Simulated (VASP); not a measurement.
A run of VASP 6.6.1 is set up as follows.

File INCAR:

```
SYSTEM = Tl3Sb2Mo
PREC     = Accurate       ! precision mode
ENCUT    = 520            ! plane-wave cutoff, eV
EDIFF    = 1E-7           ! SCF threshold, eV
ISMEAR   = 0              ! smearing method
SIGMA    = 0.1            ! smearing width, eV
LREAL    = .False.        ! projectors in reciprocal space
LASPH    = .True.         ! aspherical terms in the spheres
NELM     = 60             ! most SCF steps
ALGO     = Fast           ! electronic algorithm
ISIF     = 2              ! what is computed and relaxed
LWAVE    = .False.        ! write WAVECAR
LCHARG   = .False.        ! write CHGCAR
GGA      = PE             ! functional
NBANDS   = 40             ! bands
```

Contents of KPOINTS:

```
Automatic mesh
0
Gamma
  4 4 2
  0 0 0
```

File POSCAR:

```
Tl3Sb2Mo
1.0
    4.4686207100      0.0000000000      0.0000000000
    0.0000000000      4.4686207100      0.0000000000
    0.0000000000      0.0000000000      9.6683018600
Tl Sb Mo
3 2 1
Direct
    0.0000000000      0.0000000000      0.6627739200
    0.0000000000      0.0000000000      0.3372260800
    0.0000000000      0.0000000000      0.0000000000
    0.5000000000      0.5000000000      0.8627628100
    0.5000000000      0.5000000000      0.1372371900
    0.5000000000      0.5000000000      0.5000000000
```

Potentials or basis: VASP PAW PBE potentials, release 64 (Tl_d, Sb, Mo_sv).

Run with:

```sh
$ cat potpaw_PBE.64/Tl_d/POTCAR potpaw_PBE.64/Sb/POTCAR potpaw_PBE.64/Mo_sv/POTCAR > POTCAR
$ mpirun -np 1 vasp_std > vasp.out
```

(1) What does it give for the pressure?

(2) Estimate the largest force.

## Answers

(1) -4.7 GPa.

(2) 2.197 eV/Å.

Caveat: forces of over 1 eV/Å act on the atoms, so gaps and moduli don't describe the material at rest.
